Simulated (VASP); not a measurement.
PIr (rocksalt type): single point with LDA

PIr (rocksalt type):

```
Ir P
1.0
     0.00000    2.42637    2.42637
     2.42637    0.00000    2.42637
     2.42637    2.42637    0.00000
Ir P
1 1
Direct
  0.00000 0.00000 0.00000
  0.50000 0.50000 0.50000
```

* Program: VASP 6.6.1
* Task: single point
* Functional: LDA
* Potentials or basis: VASP PAW LDA potentials, release 64 (Ir, P)
* Cutoff: 500 eV
* k mesh: 14 × 14 × 14
* Occupations: fermi-dirac, width 0.08 eV
* Spin: no spin polarisation

| Property | Result |
| --- | --- |
| Pressure | 1.4 GPa |
| Band gap on the k mesh | zero (band 7 reaches 10.40 eV, above the bottom of band 8 at 8.80 eV) |

Levels at points of the mesh, in eV from the Fermi level:
| k point | band 5 | band 6 | band 7 | band 8 | band 9 | band 10 |
| --- | --- | --- | --- | --- | --- | --- |
| (0.00, 0.00, 0.00) | -3.28 | -3.28 | 0.25 | 0.25 | 0.25 | 6.57 |
| (0.50, 0.00, 0.00) | -1.35 | -1.35 | -0.44 | 4.03 | 6.48 | 6.48 |
| (0.50, 0.50, 0.00) | -2.16 | -2.16 | -0.75 | -0.75 | -0.18 | 3.48 |

Run time: 74 s on 1 thread of Intel Xeon 8259CL, with other jobs on the host, peak memory 0.17 GiB.

Caveat: spin-orbit coupling is left out, which moves the levels of the heavy elements.
